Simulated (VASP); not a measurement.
Runs of VASP 6.6.1 on Ir. The structure is that of space group P6_3/mmc (No. 194), or close to it. The cells are those of the table. This isn't the form of Ir at room conditions, which is fcc.

```csv
task,level,U,cell,cutoff (eV),gap on the mesh (eV),pressure (GPa)
electric field gradients,PBE,-,"a = 2.749, b = 2.749, c = 4.452 Å, angles 90.0, 90.0, 120.0°, 2 atoms",520,none,0.5
electric field gradients,PBE,-,"a = 2.776, b = 2.776, c = 4.496 Å, angles 90.0, 90.0, 120.0°, 2 atoms",520,none,-9.0
electric field gradients,PBE+U,Ir d U = 4.0 eV,"a = 2.721, b = 2.721, c = 4.407 Å, angles 90.0, 90.0, 120.0°, 2 atoms",520,none,(a)
single point,PBE,-,"a = 2.802, b = 2.802, c = 4.539 Å, angles 90.0, 90.0, 120.0°, 2 atoms",520,none,-16.9
electric field gradients,PBE,-,"a = 2.802, b = 2.802, c = 4.539 Å, angles 90.0, 90.0, 120.0°, 2 atoms",520,none,-16.9
single point,PBE,-,"a = 2.749, b = 2.749, c = 4.452 Å, angles 90.0, 90.0, 120.0°, 2 atoms",520,none,0.5
single point,PBE,-,"a = 2.721, b = 2.721, c = 4.407 Å, angles 90.0, 90.0, 120.0°, 2 atoms",520,none,12.0
electric field gradients,PBE,-,"a = 2.693, b = 2.693, c = 4.362 Å, angles 90.0, 90.0, 120.0°, 2 atoms",520,none,25.5
single point,PBE,-,"a = 2.776, b = 2.776, c = 4.496 Å, angles 90.0, 90.0, 120.0°, 2 atoms",520,none,-9.0
relaxation of cell and atoms,PBE,-,"relaxed from a = 2.565, b = 2.565, c = 4.156 Å, angles 90.0, 90.0, 120.0°, 2 atoms",600,none,0.0
single point,PBE,-,"a = 2.693, b = 2.693, c = 4.362 Å, angles 90.0, 90.0, 120.0°, 2 atoms",520,none,25.5
```

Alike in all rows: potentials or basis VASP PAW PBE potentials, release 64 (Ir); no spin polarisation; k mesh 15 × 15 × 8; smearing fermi-dirac 0.03 eV.

Problem. Fill in the values left out.

Solution. (a) -5.4.

Caveats: spin-orbit coupling is left out, which moves the levels of the heavy elements; the cell stands under tension (at least some runs); the cell stands under pressure (at least some runs); U without spin polarisation on a metal has little footing (at least some runs); the U is typed as a test and isn't derived for this compound (at least some runs).

A k mesh can miss the band edges, and the runs leave out spin-orbit coupling on Ir.

A gap of «none» marks levels without a gap at the run's occupations.
